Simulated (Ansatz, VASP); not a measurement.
**BN in VASP and in Ansatz**

```
CELL_PARAMETERS angstrom
0.00000 1.81300 1.81300
1.81300 0.00000 1.81300
1.81300 1.81300 0.00000
ATOMIC_POSITIONS crystal
B 0.00000 0.00000 0.00000
N 0.75000 0.75000 0.75000
```

Alike in both runs: task single point; functional r2SCAN; k mesh 8 × 8 × 8; occupations gaussian, width 0.1 eV; no spin polarisation.

|  | VASP | Ansatz |
| --- | --- | --- |
| version | VASP 6.6.1 | Ansatz 0.2.0 |
| potentials or method | VASP PAW PBE potentials, release 64 (B_h, N_h), cutoff 1460 eV | scalar-relativistic, plane waves, PAW |
| valence electrons in the cell | 8 | 8 |

```tsv
	VASP	Ansatz	Ansatz less VASP
gap on the k mesh at the Fermi level (eV)	4.98	4.99	+0.005
least direct gap on the mesh (eV)	9.50	9.52	+0.015
pressure (GPa)	-5.6	-5.2	+0.44
```

VASP's potentials were made for PBE, not for r2SCAN. With one functional, cell and mesh, what is left measures potentials, basis and numerics.
